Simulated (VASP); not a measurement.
# GaBAs2 (P-4m2) in VASP: notebook

GaBAs2 is run at these levels: PBE; tasks: single point, relaxation of cell and atoms.

Everything below comes from runs of VASP 6.6.1. Logs are shortened: lines on timing, memory, paths and dates and some standing lists are left out, and cuts for length are marked.

## 1. The cell of the first run

Symmetry: P-4m2, No. 115, tetragonal system. The conventional cell has a = 3.691 Å, b = 3.691 Å, c = 5.410 Å, α = 90.00°, β = 90.00°, γ = 90.00°. B (site symmetry -4m2) has 4 As at 2.17 Å within 2.9 Å. Within 2.9 Å of As (site symmetry 2mm) lie 2 B at 2.17 Å and 2 Ga at 2.42 Å. Ga (site symmetry -4m2) has 4 As at 2.42 Å within 3.2 Å.

## 2. Single point, PBE

File INCAR:

```
  ALGO = Normal
  EDIFF = 1E-7
  ENCUT = 520
  GGA = PE
  ISIF = 2
  ISMEAR = -1
  LASPH = True
  LCHARG = False
  LREAL = False
  LWAVE = False
  NBANDS = 21
  NELM = 100
  PREC = Accurate
  SIGMA = 0.02
```

File KPOINTS:

```
k-points
0
Gamma
  6 6 4
```

File POSCAR:

```
GaBAs2
1.0
    3.6906589420      0.0000000000      0.0000000000
    0.0000000000      3.6906589420      0.0000000000
    0.0000000000      0.0000000000      5.4102074280
B As Ga
1 2 1
Direct
    0.0000000000      0.0000000000      0.0000000000
    0.0000000000      0.5000000000      0.2120353895
    0.5000000000      0.0000000000      0.7879646105
    0.5000000000      0.5000000000      0.5000000000
```

Potentials or basis: VASP PAW PBE potentials, release 64 (B, As, Ga_d).

Started as:

```bash
$ cat potpaw_PBE.64/B/POTCAR potpaw_PBE.64/As/POTCAR potpaw_PBE.64/Ga_d/POTCAR > POTCAR
$ mpirun -np 1 vasp_std > vasp.out
```

OUTCAR:

```text
EDIFF = 1E-7
   ENCUT = 520
   GGA = PE
   ISIF = 2
   ISMEAR = -1
   LASPH = True
   LREAL = False
   NELM = 100
   PREC = Accurate

 ion  position               nearest neighbor table
   1  0.000  0.000  0.000-   2 2.17   3 2.17   2 2.17   3 2.17
   2  0.000  0.500  0.212-   1 2.17   1 2.17   4 2.42   4 2.42
   3  0.500  0.000  0.788-   1 2.17   1 2.17   4 2.42   4 2.42
   4  0.500  0.500  0.500-   2 2.42   3 2.42   3 2.42   2 2.42

  LATTYP: Found a simple tetragonal cell.
 ALAT       =     3.6906589420
 C/A-ratio  =     1.4659190982

  Lattice vectors:

 A1 = (   3.6906589420,   0.0000000000,   0.0000000000)
 A2 = (   0.0000000000,   3.6906589420,   0.0000000000)
 A3 = (   0.0000000000,   0.0000000000,   5.4102074280)

Analysis of symmetry for initial positions (statically):
=====================================================================
 Subroutine PRICEL returns:
 Original cell was already a primitive cell.

 Routine SETGRP: Setting up the symmetry group for a
 simple tetragonal supercell.

 Subroutine GETGRP returns: Found  8 space group operations
 (whereof  8 operations were pure point group operations)
 out of a pool of 16 trial point group operations.

The static configuration has the point symmetry D_2d.

Analysis of symmetry for dynamics (positions and initial velocities):
=====================================================================
 Subroutine PRICEL returns:
 Original cell was already a primitive cell.

 Routine SETGRP: Setting up the symmetry group for a
 simple tetragonal supercell.

 Subroutine GETGRP returns: Found  8 space group operations
 (whereof  8 operations were pure point group operations)
 out of a pool of 16 trial point group operations.

The dynamic configuration has the point symmetry D_2d.

 Subroutine INISYM returns: Found  8 space group operations
 (whereof  8 operations are pure point group operations),
 and found     1 'primitive' translations

----------------------------------------------------------------------------------------

                                     Primitive cell

  volume of cell :      73.6922

  direct lattice vectors                    reciprocal lattice vectors
     3.690658942  0.000000000  0.000000000     0.270954324  0.000000000  0.000000000
     0.000000000  3.690658942  0.000000000     0.000000000  0.270954324  0.000000000
     0.000000000  0.000000000  5.410207428     0.000000000  0.000000000  0.184835797

  length of vectors
     3.690658942  3.690658942  5.410207428     0.270954324  0.270954324  0.184835797

  position of ions in fractional coordinates (direct lattice)
     0.000000000  0.000000000  0.000000000
     0.000000000  0.500000000  0.212035390
     0.500000000  0.000000000  0.787964610
     0.500000000  0.500000000  0.500000000

  ion indices of the primitive-cell ions
   primitive index   ion index
                 1           1
                 2           2
                 3           3
                 4           4

----------------------------------------------------------------------------------------

 KPOINTS: k-points

Automatic generation of k-mesh.
 Grid dimensions read from file:
 generate k-points for:    6    6    4

 Generating k-lattice:

  Cartesian coordinates                     Fractional coordinates (reciprocal lattice)
     0.045159054  0.000000000  0.000000000     0.166666667  0.000000000  0.000000000
     0.000000000  0.045159054  0.000000000     0.000000000  0.166666667  0.000000000
     0.000000000  0.000000000  0.046208949     0.000000000  0.000000000  0.250000000

  Length of vectors
     0.045159054  0.045159054  0.046208949

  Shift w.r.t. Gamma in fractional coordinates (k-lattice)
     0.000000000  0.000000000  0.000000000

 Subroutine IBZKPT returns following result:
 ===========================================

 Found     30 irreducible k-points:

 Following reciprocal coordinates:
            Coordinates               Weight
  0.000000  0.000000  0.000000      1.000000
  0.166667  0.000000  0.000000      4.000000
  0.333333  0.000000  0.000000      4.000000
  0.500000  0.000000  0.000000      2.000000
  0.166667  0.166667  0.000000      4.000000
  0.333333  0.166667  0.000000      8.000000
[... 16 lines left out ...]
  0.333333  0.000000  0.500000      4.000000
  0.500000  0.000000  0.500000      2.000000
 [... further k-points ...]
   k-points           NKPTS =     30   k-points in BZ     NKDIM =     30   number of bands    NBANDS=     21
   number of dos      NEDOS =    301   number of ions     NIONS =      4
   total plane-waves  NPLWV =  31360
   dimension x,y,z NGX =    28 NGY =   28 NGZ =   40
   dimension x,y,z NGXF=    56 NGYF=   56 NGZF=   80
   ions per type =               1   2   1
   NGX,Y,Z   is equivalent  to a cutoff of  12.61, 12.61, 12.29 a.u.
   NGXF,Y,Z  is equivalent  to a cutoff of  25.23, 25.23, 24.58 a.u.
 SYSTEM =  unknown system
[... 40 lines left out ...]
 non-spin polarized calculation
  energy-cutoff  :      520.00
  volume of cell :       73.69
 maximum number of plane-waves:      2020
 NGX is ok and might be reduce to    28
   NGX = 13   NGY = 13   NGZ = 21

 number of electron      25.9999994 magnetization

 Free energy of the ion-electron system (eV)
  ---------------------------------------------------
  ext. energy  EPLUGINS =         0.00000000
  ---------------------------------------------------
  free energy    TOTEN  =       -18.90528253 eV

  energy without entropy =      -18.90528234  energy(sigma->0) =      -18.90528244

 E-fermi :   5.2731     XC(G=0):  -9.9471

 val. band max:        5.0503549979   @ k =   0.0000   0.0000   0.0000
 cond. band min:       5.4818629469   @ k =   0.5000   0.5000   0.0000
 fundamental gap:      0.4315079491
 Fermi energy:         5.2730525489

 k-point     1 :       0.0000    0.0000    0.0000
  band No.  band energies     occupation
      1     -10.2023      2.00000
      2     -10.0844      2.00000
      3     -10.0844      2.00000
      4     -10.0508      2.00000
      5     -10.0390      2.00000
      6      -9.0653      2.00000
[... 13 lines left out ...]
     20      12.7324      0.00000
     21      14.5644      0.00000

 k-point     2 :       0.1667    0.0000    0.0000
  band No.  band energies     occupation
      1     -10.1946      2.00000
      2     -10.1090      2.00000
      3     -10.0836      2.00000
      4     -10.0445      2.00000
      5     -10.0432      2.00000
      6      -8.8095      2.00000
[... 13 lines left out ...]
     20      13.5516      0.00000
     21      13.5565      0.00000

 k-point     3 :       0.3333    0.0000    0.0000
  band No.  band energies     occupation
      1     -10.1881      2.00000
      2     -10.1387      2.00000
      3     -10.0819      2.00000
      4     -10.0517      2.00000
      5     -10.0341      2.00000
      6      -8.0933      2.00000
[... 13 lines left out ...]
     20      12.1886      0.00000
     21      12.7374      0.00000

 k-point     4 :       0.5000    0.0000    0.0000
  band No.  band energies     occupation
      1     -10.1938      2.00000
      2     -10.1425      2.00000
      3     -10.0810      2.00000
      4     -10.0559      2.00000
      5     -10.0287      2.00000
      6      -7.1349      2.00000
[... 13 lines left out ...]
     20      11.7157      0.00000
     21      12.0816      0.00000

 k-point     5 :       0.1667    0.1667    0.0000
  band No.  band energies     occupation
      1     -10.1871      2.00000
      2     -10.1184      2.00000
      3     -10.0905      2.00000
      4     -10.0482      2.00000
      5     -10.0394      2.00000
      6      -8.5595      2.00000
[... 13 lines left out ...]
     20      12.4474      0.00000
     21      12.5664      0.00000
[... 382 lines left out ...]
     20      11.5490      0.00000
     21      12.2293      0.00000

 k-point    22 :       0.1667    0.0000    0.5000
  band No.  band energies     occupation
      1     -10.2169      2.00000
      2     -10.1062      2.00000
      3     -10.0846      2.00000
      4     -10.0431      2.00000
      5     -10.0338      2.00000
      6      -8.1433      2.00000
[... 13 lines left out ...]
     20      11.2290      0.00000
     21      11.7114      0.00000

 k-point    23 :       0.3333    0.0000    0.5000
  band No.  band energies     occupation
      1     -10.2061      2.00000
      2     -10.1361      2.00000
      3     -10.0827      2.00000
      4     -10.0516      2.00000
      5     -10.0265      2.00000
      6      -7.5419      2.00000
[... 13 lines left out ...]
     20      11.5633      0.00000
     21      13.4629      0.00000

 k-point    24 :       0.5000    0.0000    0.5000
  band No.  band energies     occupation
      1     -10.2073      2.00000
      2     -10.1432      2.00000
      3     -10.0816      2.00000
      4     -10.0558      2.00000
      5     -10.0226      2.00000
      6      -6.9643      2.00000
[... 13 lines left out ...]
     20      12.2963      0.00000
     21      13.5839      0.00000

 [... further k-points ...]
[... 5 lines left out ...]
  --------------------------------------------------------------------------------------
  -------------------------------------------------------------------------------------
  Total        0.1238658      0.1238658      0.1218870      0.0000000      0.0000000      0.0000000
  in kB        2.6930243      2.6930243      2.6500017      0.0000000      0.0000000      0.0000000
  external PRESSURE =       2.6786835 kB  Pullay stress =       0.0000000 kB

 VOLUME and BASIS-vectors are now :
 -----------------------------------------------------------------------------
  energy-cutoff  :      520.00
  volume of cell :       73.69
      direct lattice vectors                 reciprocal lattice vectors
     3.690658942  0.000000000  0.000000000     0.270954324  0.000000000  0.000000000
     0.000000000  3.690658942  0.000000000     0.000000000  0.270954324  0.000000000
     0.000000000  0.000000000  5.410207428     0.000000000  0.000000000  0.184835797

 POSITION                                       TOTAL-FORCE (eV/Angst)
 -----------------------------------------------------------------------------------
      0.00000      0.00000      0.00000         0.000000      0.000000      0.000000
      0.00000      1.84533      1.14716         0.000000      0.000000      0.009279
      1.84533      0.00000      4.26305        -0.000000      0.000000     -0.009279
      1.84533      1.84533      2.70510         0.000000     -0.000000      0.000000
 -----------------------------------------------------------------------------------
    total drift:                                0.000000      0.000000      0.000000

  FREE ENERGIE OF THE ION-ELECTRON SYSTEM (eV)
  ---------------------------------------------------
  free  energy   TOTEN  =       -18.9052825329 eV

  energy  without entropy=      -18.9052823412  energy(sigma->0) =      -18.90528244
```

Wall time 48 s (1 thread of Intel Xeon Platinum 8259CL at 2.50GHz (Skylake/Cascade Lake), shared host); peak memory 0.2 GiB.

Results:

| Item | Value |
| --- | --- |
| Free energy | -18.9053 eV |
| Pressure | 0.3 GPa |
| Largest force | 0.009 eV/Å |
| Band gap on the k mesh | 0.43 eV, indirect (least direct gap 0.63 eV) |

Forces on the atoms (eV/Å):
```
B    0.000  0.000  0.000
As   0.000  0.000  0.009
As   0.000  0.000 -0.009
Ga   0.000  0.000  0.000
```

A k mesh can miss the band edges. As with any semilocal functional, this PBE gap is likely too small.

## 3. Relaxation of cell and atoms, PBE

This run uses another cell than the first one, of 16.33 Å³/atom, 0.886 times its volume.

File INCAR:

```
SYSTEM = GaBAs2
ALGO = Normal ; EDIFF = 1E-6
EDIFFG = -0.005 ; ENCUT = 600
GGA = PE ; IBRION = 2
ISIF = 3 ; ISMEAR = -1
LASPH = .TRUE. ; LCHARG = .FALSE.
LREAL = .FALSE. ; LWAVE = .FALSE.
NELM = 100 ; NSW = 80
PREC = Accurate ; SIGMA = 0.02
```

File KPOINTS:

```
k-points
0
G
  6 6 4
  0 0 0
```

File POSCAR:

```
GaBAs2
1.0
    3.5877676263      0.0000000000      0.0000000000
    0.0000000000      3.5877676263      0.0000000000
    0.0000000000      0.0000000000      5.0738696357
B As Ga
1 2 1
Direct
    0.0000000000      0.0000000000      0.0000000000
    0.0000000000      0.5000000000      0.2500000000
    0.5000000000      0.0000000000      0.7500000000
    0.5000000000      0.5000000000      0.5000000000
```

Potentials or basis: VASP PAW PBE potentials, release 64 (B, As, Ga_d).

Started as:

```bash
$ cat potpaw_PBE.64/B/POTCAR potpaw_PBE.64/As/POTCAR potpaw_PBE.64/Ga_d/POTCAR > POTCAR
$ mpirun -np 1 vasp_std > vasp.out
```

Run time: 5.4 min. Hardware: 1 thread of Intel Xeon Platinum 8259CL at 2.50GHz (Skylake/Cascade Lake), shared host; peak memory 0.22 GiB.

Results (log left out):

| Quantity | Value |
| --- | --- |
| Free energy | -18.9048 eV |
| Relaxed volume | 18.48 Å³/atom |
| Relaxed cell | a = 3.695 Å, b = 3.695 Å, c = 5.415 Å, α = 90.00°, β = 90.00°, γ = 90.00° |
| Space group after relaxing (to 0.05 Å) | P-4m2 (No. 115) |
| Energy gained by relaxing | 323.5 meV/atom |
| Ionic steps | 13 |
| Pressure after relaxing | 0.0 GPa |
| Band gap on the k mesh | 0.44 eV, indirect (least direct gap 0.63 eV) |

Forces in eV/Å, atoms in the order of the input:
```
B    0.000  0.000  0.000
As   0.000  0.000  0.003
As   0.000  0.000 -0.003
Ga   0.000  0.000  0.000
```

The path:
| step | energy change (eV) | largest force (eV/Å) | pressure (GPa) | volume (Å³) |
| --- | --- | --- | --- | --- |
| 1 | 0.0000 | 4.6742 | 19.48 | 65.31 |
| 2 | -0.8468 | 0.5766 | -9.12 | 85.92 |
| 3 | -1.2002 | 0.7314 | -3.05 | 77.28 |
| 4 | -1.2008 | 0.7898 | -2.79 | 77.00 |
| 5 | -1.2006 | 0.8417 | -2.52 | 76.76 |
| 6 | -1.2828 | 0.2216 | -0.20 | 74.23 |
| 7 | -1.2882 | 0.0085 | 0.63 | 73.45 |
| 8 | -1.2933 | 0.0557 | -0.11 | 74.00 |
| 9 | -1.2935 | 0.0678 | -0.22 | 74.11 |
| 10 | -1.2941 | 0.0106 | 0.04 | 73.89 |
| 11 | -1.2941 | 0.0089 | 0.07 | 73.88 |
| 12 | -1.2941 | 0.0022 | -0.06 | 73.95 |
| 13 | -1.2941 | 0.0028 | 0.01 | 73.92 |

Final structure:
```
CELL_PARAMETERS angstrom
3.69452 0.00000 0.00000
0.00000 3.69452 0.00000
0.00000 0.00000 5.41535
ATOMIC_POSITIONS crystal
B 0.00000 0.00000 0.00000
As 0.00000 0.50000 0.21214
As 0.50000 0.00000 0.78786
Ga 0.50000 0.50000 0.50000
```

Levels at points of the mesh, in eV from the valence-band top:
```
           k point  band 10  band 11  band 12  band 13  band 14  band 15  band 16  band 17
(0.00, 0.00, 0.00)    -3.81    -0.58     0.00     0.00     0.63     0.71     1.91     3.01
(0.50, 0.00, 0.00)    -4.90    -4.04    -2.76    -0.91     1.66     3.75     4.42     4.55
(0.50, 0.50, 0.00)    -4.03    -3.66    -3.66    -3.15     0.44     0.98     0.98     1.64
(0.00, 0.00, 0.50)    -3.40    -3.40    -1.32    -1.32     0.80     1.37     3.42     4.10
(0.50, 0.00, 0.50)    -2.72    -1.88    -1.86    -0.76     0.58     1.11     3.29     4.24
(0.50, 0.50, 0.50)    -4.75    -4.56    -4.38    -4.38     4.29     4.29     4.51     4.53
```

A k mesh can miss the band edges. As with any semilocal functional, this PBE gap is likely too small.

## 4. Single point, PBE, non-collinear spin, zero start, spin-orbit coupling

This run uses another cell than the first one, of 17.95 Å³/atom, 0.974 times its volume.

File INCAR:

```
ALGO = Normal
EDIFF = 1E-6
ENCUT = 520
GGA = PE
GGA_COMPAT = False
ISIF = 2
ISMEAR = -1
LASPH = True
LCHARG = False
LORBIT = 11
LORBMOM = True
LREAL = False
LSORBIT = True
LWAVE = False
MAGMOM = 0 0 0 0 0 0 0 0 0 0 0 0
NBANDS = 40
NELM = 150
PREC = Accurate
SIGMA = 0.02
```

File KPOINTS:

```
k-points
0
Gamma
  8 8 6
```

File POSCAR:

```
GaBAs2
1.0
    3.6615741104      0.0000000000      0.0000000000
    0.0000000000      3.6615741104      0.0000000000
    0.0000000000      0.0000000000      5.3547502617
B As Ga
1 2 1
Direct
    0.0000000000      0.0000000000      0.0000000000
    0.0000000000      0.5000000000      0.2139711070
    0.5000000000      0.0000000000      0.7860288930
    0.5000000000      0.5000000000      0.5000000000
```

Started as:

```bash
$ cat potpaw_PBE.64/B/POTCAR potpaw_PBE.64/As/POTCAR potpaw_PBE.64/Ga_d/POTCAR > POTCAR
$ mpirun -np 1 vasp_ncl > vasp.out
```

Run time: 8.4 min. Hardware: 1 thread of Intel Xeon Platinum 8259CL at 2.50GHz (Skylake/Cascade Lake), shared host; peak memory 0.53 GiB.

It converged, with:

```yaml
Free_energy: -18.9295 eV
Pressure: 2.8 GPa
Largest_force: 0.209 eV/Å
Net_moment: 0.00 μB per cell
Valence_electrons_inside_the_program's_atomic_spheres: B 1.66; As 2.86; Ga 11.81
```

Forces on the atoms (eV/Å):
```
B    0.000  0.000  0.000
As   0.000  0.000 -0.209
As   0.000  0.000  0.209
Ga   0.000  0.000  0.000
```

Stress tensor (GPa, compression positive):
```
2.60 0.00 0.00
0.00 2.60 0.00
0.00 0.00 3.19
```

Moments on the atoms (μB; x, y, z):
```
B   0.00 0.00 0.00
As  0.00 0.00 0.00
As  0.00 0.00 0.00
Ga  0.00 0.00 0.00
```

## 5. Single point, PBE

This run uses another cell than the first one, of 17.95 Å³/atom, 0.974 times its volume.

File INCAR:

```
SYSTEM = GaBAs2
PREC = Accurate
ENCUT = 520
EDIFF = 1E-6
ISMEAR = -1
SIGMA = 0.02
LREAL = .False.
LASPH = .True.
NELM = 100
ALGO = Normal
ISIF = 2
LWAVE = .False.
LCHARG = .False.
GGA = PE
NBANDS = 21
```

File KPOINTS:

```
regular mesh
0
Gamma
  8 8 6
  0 0 0
```

POSCAR is that of step 4.

Started as:

```bash
$ cat potpaw_PBE.64/B/POTCAR potpaw_PBE.64/As/POTCAR potpaw_PBE.64/Ga_d/POTCAR > POTCAR
$ mpirun -np 1 vasp_std > vasp.out
```

It took 71 s on 1 thread of Intel Xeon Platinum 8259CL at 2.50GHz (Skylake/Cascade Lake), shared host; peak memory 0.24 GiB.

It converged, with:

```
Free energy            : -18.9006 eV
Pressure               : 2.8 GPa
Largest force          : 0.209 eV/Å
Band gap on the k mesh : 0.50 eV, indirect (least direct gap 0.69 eV)
```

Forces on the atoms (eV/Å):
```
B    0.000  0.000  0.000
As   0.000  0.000 -0.209
As   0.000  0.000  0.209
Ga   0.000  0.000  0.000
```

Stress tensor (GPa, compression positive):
```
2.59 0.00 0.00
0.00 2.59 0.00
0.00 0.00 3.18
```

Levels at points of the mesh, in eV from the valence-band top:
```csv
k point,band 9,band 10,band 11,band 12,band 13,band 14,band 15,band 16,band 17,band 18
"(0.00, 0.00, 0.00)",-3.89,-3.89,-0.55,0.00,0.00,0.69,0.73,2.09,3.01,3.01
"(0.50, 0.00, 0.00)",-6.20,-5.01,-4.19,-2.79,-0.96,1.75,3.76,4.53,4.77,4.92
"(0.50, 0.50, 0.00)",-7.39,-4.13,-3.76,-3.76,-3.26,0.50,0.94,0.94,1.57,8.66
"(0.00, 0.00, 0.50)",-4.62,-3.45,-3.45,-1.40,-1.40,0.81,1.38,3.49,4.16,5.59
"(0.50, 0.00, 0.50)",-7.92,-2.75,-1.93,-1.90,-0.80,0.68,1.29,3.34,4.24,4.60
"(0.50, 0.50, 0.50)",-6.89,-4.90,-4.70,-4.53,-4.53,4.40,4.40,4.50,4.76,5.11
```

A k mesh can miss the band edges.

## 6. Overview

```csv
task,spin,cell,k mesh,cutoff (eV),gap on the mesh (eV),pressure (GPa),largest force (eV/Å)
single point,off,"a = 3.691, b = 3.691, c = 5.410 Å, 4 atoms",6 × 6 × 4,520,0.43,0.3,0.01
relaxation of cell and atoms,off,"relaxed from a = 3.588, b = 3.588, c = 5.074 Å, 4 atoms",6 × 6 × 4,600,0.44,0.0,-
single point,"non-collinear, zero start, SOC","a = 3.662, b = 3.662, c = 5.355 Å, 4 atoms",8 × 8 × 6,520,-,2.8,0.21
single point,off,"a = 3.662, b = 3.662, c = 5.355 Å, 4 atoms",8 × 8 × 6,520,0.50,2.8,0.21
```

Alike in all rows: level PBE; potentials or basis VASP PAW PBE potentials, release 64 (B, As, Ga_d); smearing fermi-dirac 0.02 eV.

Total energies depend on the potentials used, so only differences within one code and one set of settings carry meaning.
